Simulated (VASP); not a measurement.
# Bi (I4/mmm) in VASP: notebook

The runs below take Bi through single point, with PBEsol.

Everything below comes from runs of VASP 6.6.1. Logs are shortened: lines on timing, memory, paths and dates and some standing lists are left out, and cuts for length are marked.

**1. The cell of the first run**

Symmetry: I4/mmm, No. 139, tetragonal system. The conventional cell has a = 8.515 Å, b = 8.515 Å, c = 2.861 Å, α = 90.00°, β = 90.00°, γ = 90.00°. Bi (site symmetry 4/mmm) has 2 Bi at 2.86 Å within 3.8 Å.

**2. Single point, PBEsol**

Contents of INCAR:

```
SYSTEM = Bi
PREC = Accurate
ENCUT = 520
EDIFF = 1E-6
ISMEAR = 0
SIGMA = 0.05
LREAL = .FALSE.
LASPH = .TRUE.
NELM = 100
ALGO = Fast
ISIF = 2
LWAVE = .FALSE.
LCHARG = .FALSE.
GGA = PS
NBANDS = 14
```

Contents of KPOINTS:

```
regular mesh
0
G
  10 10 10
  0 0 0
```

Contents of POSCAR:

```
Bi
1.0
   -4.2574820000      4.2574820000      1.4305640000
    4.2574820000     -4.2574820000      1.4305640000
    4.2574820000      4.2574820000     -1.4305640000
Bi
1
Direct
    0.0000000000      0.0000000000      0.0000000000
```

Potentials or basis: VASP PAW PBE potentials, release 64 (Bi_d).

Started as:

```sh
$ cat potpaw_PBE.64/Bi_d/POTCAR > POTCAR
$ mpirun -np 1 vasp_std > vasp.out
```

OUTCAR:

```text
SYSTEM = Bi
   PREC = Accurate
   ENCUT = 520
   EDIFF = 1E-6
   ISMEAR = 0
   LREAL = .FALSE.
   LASPH = .TRUE.
   NELM = 100
   ISIF = 2
   GGA = PS

 ion  position               nearest neighbor table
   1  0.000  0.000  0.000-

  LATTYP: Found a body centered tetragonal cell.
 ALAT       =     8.5149640000
 C/A-ratio  =     0.3360117553

  Lattice vectors:

 A1 = (  -4.2574820000,   4.2574820000,   1.4305640000)
 A2 = (   4.2574820000,  -4.2574820000,   1.4305640000)
 A3 = (   4.2574820000,   4.2574820000,  -1.4305640000)

Analysis of symmetry for initial positions (statically):
=====================================================================
 Subroutine PRICEL returns:
 Original cell was already a primitive cell.

 Routine SETGRP: Setting up the symmetry group for a
 body centered tetragonal supercell.

 Subroutine GETGRP returns: Found 16 space group operations
 (whereof 16 operations were pure point group operations)
 out of a pool of 16 trial point group operations.

The static configuration has the point symmetry D_4h.

Analysis of symmetry for dynamics (positions and initial velocities):
=====================================================================
 Subroutine PRICEL returns:
 Original cell was already a primitive cell.

 Routine SETGRP: Setting up the symmetry group for a
 body centered tetragonal supercell.

 Subroutine GETGRP returns: Found 16 space group operations
 (whereof 16 operations were pure point group operations)
 out of a pool of 16 trial point group operations.

The dynamic configuration has the point symmetry D_4h.

 Subroutine INISYM returns: Found 16 space group operations
 (whereof 16 operations are pure point group operations),
 and found     1 'primitive' translations

----------------------------------------------------------------------------------------

                                     Primitive cell

  volume of cell :     103.7225

  direct lattice vectors                    reciprocal lattice vectors
    -4.257482000  4.257482000  1.430564000     0.000000000  0.117440309  0.349512500
     4.257482000 -4.257482000  1.430564000     0.117440309  0.000000000  0.349512500
     4.257482000  4.257482000 -1.430564000     0.117440309  0.117440309  0.000000000

  length of vectors
     6.188603988  6.188603988  6.188603988     0.368715627  0.368715627  0.166085677

  position of ions in fractional coordinates (direct lattice)
     0.000000000  0.000000000  0.000000000

  ion indices of the primitive-cell ions
   primitive index   ion index
                 1           1

----------------------------------------------------------------------------------------

 KPOINTS: regular mesh

Automatic generation of k-mesh.
 Grid dimensions read from file:
 generate k-points for:   10   10   10

 Generating k-lattice:

  Cartesian coordinates                     Fractional coordinates (reciprocal lattice)
     0.000000000  0.011744031  0.034951250     0.100000000  0.000000000 -0.000000000
     0.011744031  0.000000000  0.034951250     0.000000000  0.100000000 -0.000000000
     0.011744031  0.011744031  0.000000000     0.000000000  0.000000000  0.100000000

  Length of vectors
     0.036871563  0.036871563  0.016608568

  Shift w.r.t. Gamma in fractional coordinates (k-lattice)
     0.000000000  0.000000000  0.000000000

 Subroutine IBZKPT returns following result:
 ===========================================

 Found    102 irreducible k-points:

 Following reciprocal coordinates:
            Coordinates               Weight
  0.000000  0.000000  0.000000      1.000000
  0.100000 -0.000000  0.000000      8.000000
  0.200000 -0.000000  0.000000      8.000000
  0.300000  0.000000 -0.000000      8.000000
  0.400000  0.000000  0.000000      8.000000
  0.500000 -0.000000  0.000000      4.000000
[... 16 lines left out ...]
  0.300000  0.300000 -0.000000      8.000000
  0.400000  0.300000  0.000000     16.000000
 [... further k-points ...]
   k-points           NKPTS =    102   k-points in BZ     NKDIM =    102   number of bands    NBANDS=     14
   number of dos      NEDOS =    301   number of ions     NIONS =      1
   total plane-waves  NPLWV = 110592
   dimension x,y,z NGX =    48 NGY =   48 NGZ =   48
   dimension x,y,z NGXF=    96 NGYF=   96 NGZF=   96
   ions per type =               1
   NGX,Y,Z   is equivalent  to a cutoff of  12.89, 12.89, 12.89 a.u.
   NGXF,Y,Z  is equivalent  to a cutoff of  25.79, 25.79, 25.79 a.u.
 SYSTEM =  Bi
   PREC   = accura    normal or accurate (medium, high low for compatibility)
   ISTART =      0    job   : 0-new  1-cont  2-samecut
   ICHARG =      2    charge: 1-file 2-atom 10-const
   ISPIN  =      1    spin polarized calculation?
   LNONCOLLINEAR =      F non collinear calculations
   LSORBIT =      F    spin-orbit coupling
   LASPH  =      T    aspherical Exc in radial PAW
   ENCUT  =  520.0 eV  38.22 Ry    6.18 a.u.  11.51 11.51 11.51*2*pi/ulx,y,z
   NELM   =    100;   NELMIN=  2; NELMDL= -5     # of ELM steps
   EDIFF  = 0.1E-05   stopping-criterion for ELM
   LREAL  =      F    real-space projection
   EDIFFG = 0.1E-04   stopping-criterion for IOM
   NSW    =      0    number of steps for IOM
   IBRION =     -1    ionic relax: 0-MD 1-quasi-New 2-CG
   NFREE  =      0    steps in history (QN), initial steepest desc. (CG)
   ISIF   =      2    stress and relaxation
   ISYM   =      2    0-nonsym 1-usesym 2-fastsym
   POTIM  = 0.5000    time-step for ionic-motion
   TEBEG  =    0.0;   TEEND  =   0.0 temperature during run
   PSTRESS=    0.0 pullay stress
   NELECT =      15.0000    total number of electrons
   NUPDOWN=      -1.0000    fix difference up-down
   EMIN   =  10.00;   EMAX   =-10.00  energy-range for DOS
   EFERMI =   0.00;   METHOD = LEGACY
   ISMEAR =     0;   SIGMA  =   0.05  broadening in eV -4-tet -1-fermi 0-gaus
   EFERMI_NEDOS =   21; number of points for ismear=-14 and -15
   IALGO  =     68    algorithm
   IMIX   =      4    mixing-type and parameters
     AMIX     =   0.40;   BMIX     =  1.00
     AMIX_MAG =   1.60;   BMIX_MAG =  1.00
  volume/ion in A,a.u.               =     103.72       699.95
  Fermi-wavevector in a.u.,A,eV,Ry     =   0.859306  1.623852 10.046624  0.738406
  Thomas-Fermi vector in A             =   1.976641
   LORBIT       =      0    0 simple, 1 ext, 2 COOP (PROOUT), +10 PAW based schemes
   GGA     = PS    functional components
   LHFCALC =     F    Hartree Fock is set to
   AEXX    =    0.0000 exact exchange contribution
   IVDW    =     0    specifies the selected vdW correction
   LEPSILON=     F    determine dielectric tensor
   LRPA    =     F    only Hartree local field effects (RPA)
 non-spin polarized calculation
 RMM-DIIS sequential band-by-band and
 Gauss-broadening in eV      SIGMA  =   0.05
  energy-cutoff  :      520.00
  volume of cell :      103.72
 maximum number of plane-waves:      2845
 NGX is ok and might be reduce to    48
   NGX = 23   NGY = 23   NGZ = 23

 number of electron      15.0000006 magnetization

 Free energy of the ion-electron system (eV)
  ---------------------------------------------------
  ext. energy  EPLUGINS =         0.00000000
  ---------------------------------------------------
  free energy    TOTEN  =        -2.90291782 eV

  energy without entropy =       -2.89572768  energy(sigma->0) =       -2.89932275

 E-fermi :  -0.9658     XC(G=0):  -4.9061

 val. band max:       -0.9718329199   @ k =  -0.3000  -0.4000   0.2000
 cond. band min:      -0.9616261994   @ k =  -0.1000   0.4000   0.1000
 fundamental gap:      0.0102067205
 Fermi energy:        -0.9658211239

 k-point     1 :       0.0000    0.0000    0.0000
  band No.  band energies     occupation
      1     -24.1747      2.00000
      2     -23.6050      2.00000
      3     -23.6049      2.00000
      4     -23.4683      2.00000
      5     -23.4683      2.00000
      6     -12.9000      2.00000
      7      -2.4812      2.00000
      8      -2.4812      2.00000
      9       1.7852      0.00000
     10       3.5690      0.00000
     11       6.1616      0.00000
     12       6.8862      0.00000
     13       6.8863      0.00000
     14       7.7217      0.00000

 k-point     2 :       0.1000   -0.0000    0.0000
  band No.  band energies     occupation
      1     -24.0904      2.00000
      2     -23.6017      2.00000
      3     -23.6016      2.00000
      4     -23.4992      2.00000
      5     -23.4992      2.00000
      6     -12.7171      2.00000
      7      -2.2782      2.00000
      8      -2.2761      2.00000
      9       2.0058      0.00000
     10       3.7745      0.00000
     11       5.6512      0.00000
     12       6.1019      0.00000
     13       7.0965      0.00000
     14       7.1015      0.00000

 k-point     3 :       0.2000   -0.0000    0.0000
  band No.  band energies     occupation
      1     -23.8681      2.00000
      2     -23.5930      2.00000
      3     -23.5929      2.00000
      4     -23.5794      2.00000
      5     -23.5793      2.00000
      6     -12.1599      2.00000
      7      -1.6930      2.00000
      8      -1.6854      2.00000
      9       2.2166      0.00000
     10       2.7603      0.00000
     11       4.3898      0.00000
     12       6.1637      0.00000
     13       7.6692      0.00000
     14       7.7224      0.00000

 k-point     4 :       0.3000    0.0000   -0.0000
  band No.  band energies     occupation
      1     -23.6766      2.00000
      2     -23.6766      2.00000
      3     -23.5902      2.00000
      4     -23.5823      2.00000
      5     -23.5821      2.00000
      6     -11.2223      2.00000
      7      -0.9469      0.59244
      8      -0.7982      0.00000
      9      -0.7894      0.00000
     10       3.7934      0.00000
     11       5.3903      0.00000
     12       6.5380      0.00000
     13       7.9170      0.00000
     14       7.9986      0.00000

 k-point     5 :       0.4000    0.0000    0.0000
  band No.  band energies     occupation
      1     -23.7539      2.00000
      2     -23.7539      2.00000
      3     -23.5736      2.00000
      4     -23.5734      2.00000
      5     -23.3634      2.00000
      6     -10.0026      2.00000
      7      -3.6285      2.00000
      8       0.2040      0.00000
      9       0.2178      0.00000
     10       5.0980      0.00000
     11       5.8804      0.00000
[... 276 lines left out ...]
 k-point    22 :      -0.2000    0.2000    0.0000
  band No.  band energies     occupation
      1     -24.1747      2.00000
      2     -23.6050      2.00000
      3     -23.6049      2.00000
      4     -23.4682      2.00000
      5     -23.4682      2.00000
      6     -12.8973      2.00000
      7      -2.6128      2.00000
      8      -2.4695      2.00000
      9       2.1186      0.00000
     10       3.8036      0.00000
     11       5.3960      0.00000
     12       6.0533      0.00000
     13       7.7168      0.00000
     14       8.0746      0.00000

 k-point    23 :       0.3000    0.3000   -0.0000
  band No.  band energies     occupation
      1     -23.7539      2.00000
      2     -23.7539      2.00000
      3     -23.5736      2.00000
      4     -23.5734      2.00000
      5     -23.3634      2.00000
      6      -9.9986      2.00000
      7      -3.6337      2.00000
      8       0.0416      0.00000
      9       0.2326      0.00000
     10       5.6727      0.00000
     11       5.7730      0.00000
     12       6.5747      0.00000
     13       6.7355      0.00000
     14       8.7706      0.00000

 k-point    24 :       0.4000    0.3000    0.0000
  band No.  band energies     occupation
      1     -23.6766      2.00000
      2     -23.6766      2.00000
      3     -23.5902      2.00000
      4     -23.5823      2.00000
      5     -23.5821      2.00000
      6     -11.2167      2.00000
      7      -1.0539      1.98725
      8      -0.9514      0.68360
      9      -0.7639      0.00000
     10       4.6493      0.00000
     11       5.3098      0.00000
     12       6.4828      0.00000
     13       7.8842      0.00000
     14       8.0228      0.00000

 [... further k-points ...]
[... 5 lines left out ...]
  --------------------------------------------------------------------------------------
  -------------------------------------------------------------------------------------
  Total       -0.1768715     -0.1768715     -0.4584963      0.0000000     -0.0000000      0.0000000
  in kB       -2.7320937     -2.7320937     -7.0822871      0.0000000     -0.0000000      0.0000000
  external PRESSURE =      -4.1821582 kB  Pullay stress =       0.0000000 kB

 VOLUME and BASIS-vectors are now :
 -----------------------------------------------------------------------------
  energy-cutoff  :      520.00
  volume of cell :      103.72
      direct lattice vectors                 reciprocal lattice vectors
    -4.257482000  4.257482000  1.430564000     0.000000000  0.117440309  0.349512500
     4.257482000 -4.257482000  1.430564000     0.117440309  0.000000000  0.349512500
     4.257482000  4.257482000 -1.430564000     0.117440309  0.117440309  0.000000000

 POSITION                                       TOTAL-FORCE (eV/Angst)
 -----------------------------------------------------------------------------------
      0.00000      0.00000      0.00000         0.000000      0.000000     -0.000000
 -----------------------------------------------------------------------------------
    total drift:                               -0.000000      0.000000      0.000000

  FREE ENERGIE OF THE ION-ELECTRON SYSTEM (eV)
  ---------------------------------------------------
  free  energy   TOTEN  =        -2.9029178231 eV

  energy  without entropy=       -2.8957276785  energy(sigma->0) =       -2.89932275
```

It took 1.8 min on 1 thread of Intel Xeon 6975P-C (Granite Rapids), shared host; peak memory 0.39 GiB.

What came out:

| Quantity | Value |
| --- | --- |
| Free energy | -2.9029 eV |
| Pressure | -0.4 GPa |

Stress tensor (GPa, compression positive):
```
-0.27  0.00  0.00
 0.00 -0.27  0.00
 0.00  0.00 -0.71
```

Caveat: the PAW data sets were made with another functional, which shifts forces and pressure a little; spin-orbit coupling is left out, which moves the levels of the heavy elements.

**3. Single point, PBEsol**

Contents of INCAR:

```
PREC = Accurate ; ENCUT = 520
EDIFF = 1E-6 ; ISMEAR = 0
SIGMA = 0.05 ; LREAL = F
LASPH = T ; NELM = 100
ALGO = Fast ; ISIF = 2
LWAVE = F ; LCHARG = T
GGA = PS ; LELF = T
LVHAR = T ; NBANDS = 14
```

Contents of KPOINTS:

```
Automatic mesh
0
Gamma
  12 12 12
```

POSCAR is that of step 2.

Potentials or basis: VASP PAW PBE potentials, release 64 (Bi_d).

Started as:

```sh
$ cat potpaw_PBE.64/Bi_d/POTCAR > POTCAR
$ mpirun -np 1 vasp_std > vasp.out
```

OUTCAR:

```text
PREC = Accurate
   ENCUT = 520
   EDIFF = 1E-6
   ISMEAR = 0
   LREAL = F
   LASPH = T
   NELM = 100
   ISIF = 2
   GGA = PS

 ion  position               nearest neighbor table
   1  0.000  0.000  0.000-

  LATTYP: Found a body centered tetragonal cell.
 ALAT       =     8.5149640000
 C/A-ratio  =     0.3360117553

  Lattice vectors:

 A1 = (  -4.2574820000,   4.2574820000,   1.4305640000)
 A2 = (   4.2574820000,  -4.2574820000,   1.4305640000)
 A3 = (   4.2574820000,   4.2574820000,  -1.4305640000)

Analysis of symmetry for initial positions (statically):
=====================================================================
 Subroutine PRICEL returns:
 Original cell was already a primitive cell.

 Routine SETGRP: Setting up the symmetry group for a
 body centered tetragonal supercell.

 Subroutine GETGRP returns: Found 16 space group operations
 (whereof 16 operations were pure point group operations)
 out of a pool of 16 trial point group operations.

The static configuration has the point symmetry D_4h.

Analysis of symmetry for dynamics (positions and initial velocities):
=====================================================================
[... 164 lines left out ...]

 k-point     1 :       0.0000    0.0000    0.0000
  band No.  band energies     occupation
      1     -23.9760      2.00000
      2     -23.4986      2.00000
      3     -23.4986      2.00000
      4     -23.3012      2.00000
      5     -23.3012      2.00000
      6     -12.7777      2.00000
      7      -2.4125      2.00000
      8      -2.4125      2.00000
      9       1.7887      0.00000
     10       3.5777      0.00000
     11       6.1822      0.00000
     12       6.8857      0.00000
     13       6.8858      0.00000
     14       7.8552      0.00000
[... 377 lines left out ...]
      1     -23.5364      2.00000
      2     -23.4813      2.00000
      3     -23.4811      2.00000
      4     -23.4610      2.00000
      5     -23.4610      2.00000
      6     -11.6082      2.00000
      7      -1.3902      2.00000
      8      -1.1914      0.78038
      9       0.7713      0.00000
     10       3.6969      0.00000
     11       5.1417      0.00000
     12       5.7675      0.00000
     13       7.4432      0.00000
     14       9.0296      0.00000

 [... further k-points ...]
[... 5 lines left out ...]
  --------------------------------------------------------------------------------------
  -------------------------------------------------------------------------------------
  Total       -0.1332494     -0.1332494      0.1050683      0.0000000      0.0000000      0.0000000
  in kB       -2.0582722     -2.0582722      1.6229659      0.0000000      0.0000000      0.0000000
  external PRESSURE =      -0.8311928 kB  Pullay stress =       0.0000000 kB

 VOLUME and BASIS-vectors are now :
 -----------------------------------------------------------------------------
  energy-cutoff  :      520.00
  volume of cell :      103.72
      direct lattice vectors                 reciprocal lattice vectors
    -4.257482000  4.257482000  1.430564000     0.000000000  0.117440309  0.349512500
     4.257482000 -4.257482000  1.430564000     0.117440309  0.000000000  0.349512500
     4.257482000  4.257482000 -1.430564000     0.117440309  0.117440309  0.000000000

 POSITION                                       TOTAL-FORCE (eV/Angst)
 -----------------------------------------------------------------------------------
      0.00000      0.00000      0.00000         0.000000      0.000000     -0.000000
 -----------------------------------------------------------------------------------
    total drift:                               -0.000000      0.000000      0.000000

  FREE ENERGIE OF THE ION-ELECTRON SYSTEM (eV)
  ---------------------------------------------------
  free  energy   TOTEN  =        -3.0278774025 eV

  energy  without entropy=       -3.0257729655  energy(sigma->0) =       -3.02682518
```

OSZICAR:

```text
N       E                     dE             d eps       ncg     rms          rms(c)
DAV:   1     0.108788644761E+03    0.10879E+03   -0.69186E+03  4564   0.855E+02
DAV:   2     0.385466475253E+01   -0.10493E+03   -0.10188E+03  4990   0.254E+02
DAV:   3    -0.287850369155E+01   -0.67332E+01   -0.66759E+01  5800   0.793E+01
DAV:   4    -0.306514421395E+01   -0.18664E+00   -0.18659E+00  5616   0.150E+01
DAV:   5    -0.307273177625E+01   -0.75876E-02   -0.75874E-02  6596   0.262E+00    0.824E-01
RMM:   6    -0.304102337637E+01    0.31708E-01   -0.18881E-02  5127   0.118E+00    0.460E-01
RMM:   7    -0.302657106139E+01    0.14452E-01   -0.43240E-02  5791   0.149E+00    0.843E-02
RMM:   8    -0.302748839800E+01   -0.91734E-03   -0.55818E-03  5684   0.808E-01    0.378E-02
RMM:   9    -0.302779990537E+01   -0.31151E-03   -0.24141E-03  6131   0.468E-01    0.419E-02
RMM:  10    -0.302783123461E+01   -0.31329E-04   -0.54727E-04  5484   0.278E-01    0.888E-03
RMM:  11    -0.302786887149E+01   -0.37637E-04   -0.23829E-04  6031   0.138E-01    0.553E-03
RMM:  12    -0.302787542974E+01   -0.65583E-05   -0.35587E-05  6195   0.690E-02    0.224E-03
RMM:  13    -0.302787707915E+01   -0.16494E-05   -0.13915E-05  5631   0.347E-02    0.837E-04
RMM:  14    -0.302787740255E+01   -0.32339E-06   -0.28021E-06  5004   0.195E-02
   1 F= -.30278774E+01 E0= -.30268252E+01  d E =-.210444E-02
```

It took 2.9 min on 1 thread of Intel Xeon 6975P-C (Granite Rapids), shared host; peak memory 0.45 GiB.

What came out:

- Free energy: -3.0279 eV
- Pressure: -0.1 GPa

Levels at points of the mesh, in eV from the Fermi level:
```
           k point  band 6  band 7  band 8  band 9  band 10  band 11
(0.00, 0.00, 0.00)  -11.58   -1.21   -1.21    2.99     4.78     7.38
(0.50, 0.00, 0.00)   -7.90   -3.54    2.01    2.02     6.24     6.43
(0.50, 0.50, 0.00)  -11.57   -1.57   -1.18    4.02     5.28     5.99
(0.50, 0.50, 0.50)  -11.56   -1.51   -1.51    4.16     6.67     6.67
```

Caveat: the PAW data sets were made with another functional, which shifts forces and pressure a little; spin-orbit coupling is left out, which moves the levels of the heavy elements.
